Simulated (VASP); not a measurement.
Set up this calculation in VASP 6.6.1, as the native input.

* Task: single point
* Functional: r2SCAN
* Potentials or basis: VASP PAW PBE potentials, release 64 (Ti_sv, Al)
* Cutoff: 520 eV
* k mesh: 8 × 8 × 8
* Occupations: fermi-dirac, width 0.05 eV
* Spin: no spin polarisation
* Dipole correction: no
* Further INCAR settings: ALGO = Normal; EDIFF = 1e-06; NBANDS = 14

TiAl:

```
Ti Al
1.0
     3.22090    0.00000    0.00000
     0.00000    3.22090    0.00000
     0.00000    0.00000    3.22090
Ti Al
1 1
Direct
  0.00000 0.00000 0.00000
  0.50000 0.50000 0.50000
```

These files were run (other wordings do the same):

POSCAR

```
TiAl
1.0
    3.2208985869      0.0000000000      0.0000000000
    0.0000000000      3.2208985869      0.0000000000
    0.0000000000      0.0000000000      3.2208985869
Ti Al
1 1
Direct
    0.0000000000      0.0000000000      0.0000000000
    0.5000000000      0.5000000000      0.5000000000
```

INCAR.step1

```
ALGO = Normal
EDIFF = 1E-4
ENCUT = 520
GGA = PE
ISMEAR = -1
LASPH = True
LCHARG = False
LREAL = False
LWAVE = True
NBANDS = 14
NELM = 80
PREC = Accurate
SIGMA = 0.05
```

INCAR.step2

```
ALGO = Normal
EDIFF = 1E-6
ENCUT = 520
ISIF = 2
ISMEAR = -1
ISTART = 1
LASPH = True
LCHARG = False
LMIXTAU = True
LREAL = False
LWAVE = False
METAGGA = R2SCAN
NBANDS = 14
NELM = 80
PREC = Accurate
SIGMA = 0.05
```

KPOINTS

```
k-points
0
Gamma
  8 8 8
```

Potentials or basis: VASP PAW PBE potentials, release 64 (Ti_sv, Al).

Launch:

```sh
$ cat potpaw_PBE.64/Ti_sv/POTCAR potpaw_PBE.64/Al/POTCAR > POTCAR
$ cp INCAR.step1 INCAR
$ mpirun -np 1 vasp_std > vasp.out
$ cp INCAR.step2 INCAR
$ mpirun -np 1 vasp_std > vasp.out
```

It gave:

```json
{
 "Pressure": "-4.8 GPa"
}
```

Caveat: the PAW data sets were made with another functional, which shifts forces and pressure a little.

Wall time 86 s on 1 thread of Intel Xeon 8259CL (shared host), peak memory 0.15 GiB.
